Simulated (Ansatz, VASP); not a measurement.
## Two plane-wave programs on AlNi

File INCAR:

```
ALGO     = Normal         # electronic algorithm
EDIFF    = 1E-7           # SCF threshold, eV
ENCUT    = 520            # plane-wave cutoff, eV
GGA      = PE             # functional
ISIF     = 2              # what is computed and relaxed
ISMEAR   = 0              # smearing method
LASPH    = True           # aspherical terms in the spheres
LCHARG   = False          # write CHGCAR
LREAL    = False          # projectors in reciprocal space
LWAVE    = False          # write WAVECAR
NBANDS   = 14             # bands
NELM     = 60             # most SCF steps
PREC     = Accurate       # precision mode
SIGMA    = 0.15           # smearing width, eV
```

Contents of KPOINTS:

```
k-points
0
Gamma
  16 16 16
```

The input POSCAR:

```
AlNi
1.0
    2.8927237805      0.0000000000      0.0000000000
    0.0000000000      2.8927237805      0.0000000000
    0.0000000000      0.0000000000      2.8927237805
Al Ni
1 1
Direct
    0.0000000000      0.0000000000     -0.0069138990
    0.5000000000      0.5000000000      0.5031783409
```

Input for Ansatz:

```yaml
crystal:
  lattice:
    - [2.8927237805, 0.0, 0.0]
    - [0.0, 2.8927237805, 0.0]
    - [0.0, 0.0, 2.8927237805]
  atoms:
    - { symbol: Al, position: [0.0, 0.0, -0.006913899] }
    - { symbol: Ni, position: [0.5, 0.5, 0.5031783409] }
basis:
  ecutwfc: 520.0
kpoints:
  mp_grid: { grid: [16, 16, 16] }
hamiltonian:
  xc: pbe
  pseudopotentials: { kind: paw, azcp: { folder: soft_1 } }
scf:
  occupations: { method: gaussian, width: 0.15 }
output:
  forces: true
  stress: true
  eigenvalues: true
  write_density: true
  write_potential: true
  elf: true
  volumetric_format: npy
```

Change from the starting cell: mode 6 frozen in at -0.020 Å, equal normal strain along x, y and z +0.0000.

Alike in both runs: task single point; functional PBE; k mesh 16 × 16 × 16; occupations gaussian, width 0.15 eV; no spin polarisation.

|  | VASP | Ansatz |
| --- | --- | --- |
| version | VASP 6.6.1 | Ansatz 0.2.0 |
| potentials or method | VASP PAW PBE potentials, release 64 (Al, Ni), cutoff 520 eV | scalar-relativistic, plane waves, PAW |
| valence electrons in the cell | 13 | 21 |

```tsv
	VASP	Ansatz	Ansatz less VASP
gap on the k mesh at the Fermi level (eV)	none	none	-
pressure (GPa)	0.1	0.0	-0.06
rms of the force components (eV/Å)	0.096	0.095	-0.0007
```

Atom by atom the forces differ by 0.001 eV/Å (rms over components). A gap of «none» marks a metal or a gap that the smearing closes. With one functional, cell and mesh, what is left measures potentials, basis and numerics. VASP's potentials hold 13 valence electrons a cell and Ansatz's 21, so a difference there can come from the potentials and not from the codes.
